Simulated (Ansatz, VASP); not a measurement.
## Pb: VASP beside Ansatz

Contents of POSCAR:

```
Pb
1.0
    0.0000000000      2.4725621057      2.4725621057
    2.4725621057      0.0000000000      2.4725621057
    2.4725621057      2.4725621057      0.0000000000
Pb
1
Direct
    0.0000000000      0.0000000000      0.0000000000
```

File INCAR.step1:

```
SYSTEM = Pb
ALGO     = Normal         ! electronic algorithm
EDIFF    = 1E-4           ! SCF threshold, eV
ENCUT    = 520            ! plane-wave cutoff, eV
GGA      = PE             ! functional
ISMEAR   = 0              ! smearing method
LASPH    = .True.         ! aspherical terms in the spheres
LCHARG   = .False.        ! write CHGCAR
LREAL    = .False.        ! projectors in reciprocal space
LWAVE    = .True.         ! write WAVECAR
NBANDS   = 13             ! bands
NELM     = 100            ! most SCF steps
PREC     = Accurate       ! precision mode
SIGMA    = 0.1            ! smearing width, eV
```

INCAR.step2

```
SYSTEM = Pb
ALGO     = Normal         ! electronic algorithm
EDIFF    = 1E-6           ! SCF threshold, eV
ENCUT    = 520            ! plane-wave cutoff, eV
ISIF     = 2              ! what is computed and relaxed
ISMEAR   = 0              ! smearing method
ISTART   = 1            
LASPH    = .True.         ! aspherical terms in the spheres
LCHARG   = .False.        ! write CHGCAR
LMIXTAU  = .True.       
LREAL    = .False.        ! projectors in reciprocal space
LWAVE    = .False.        ! write WAVECAR
METAGGA  = R2SCAN         ! meta-GGA
NBANDS   = 13             ! bands
NELM     = 100            ! most SCF steps
PREC     = Accurate       ! precision mode
SIGMA    = 0.1            ! smearing width, eV
```

The input KPOINTS:

```
k-points
0
Gamma
  14 14 14
  0 0 0
```

Input for Ansatz:

```yaml
crystal:
  lattice:
    - [0.0, 2.4725621053, 2.4725621053]
    - [2.4725621053, 0.0, 2.4725621053]
    - [2.4725621053, 2.4725621053, 0.0]
  atoms:
    - { symbol: Pb, position: [0.0, 0.0, 0.0] }
basis:
  ecutwfc: 500
kpoints:
  mp_grid: { grid: [14, 14, 14] }
hamiltonian:
  xc: r2scan
scf:
  occupations: { method: gaussian, width: 0.1 }
output:
  forces: true
  stress: true
  eigenvalues: true
```

Alike in both runs: task single point; functional r2SCAN; k mesh 14 × 14 × 14; occupations gaussian, width 0.1 eV; no spin polarisation.

```csv
,VASP,Ansatz
version,VASP 6.6.1,Ansatz 0.2.0
potentials or method,"VASP PAW PBE potentials, release 64 (Pb_d), cutoff 520 eV","scalar-relativistic, plane waves, PAW"
valence electrons in the cell,14,14
```

```csv
,VASP,Ansatz,Ansatz less VASP
gap on the k mesh at the Fermi level (eV),none,none,-
pressure (GPa),1.4,1.4,+0.01
```

VASP's potentials were made for PBE, not for r2SCAN. A gap of «none» marks a metal or a gap that the smearing closes.

Neither program's run includes spin-orbit coupling.
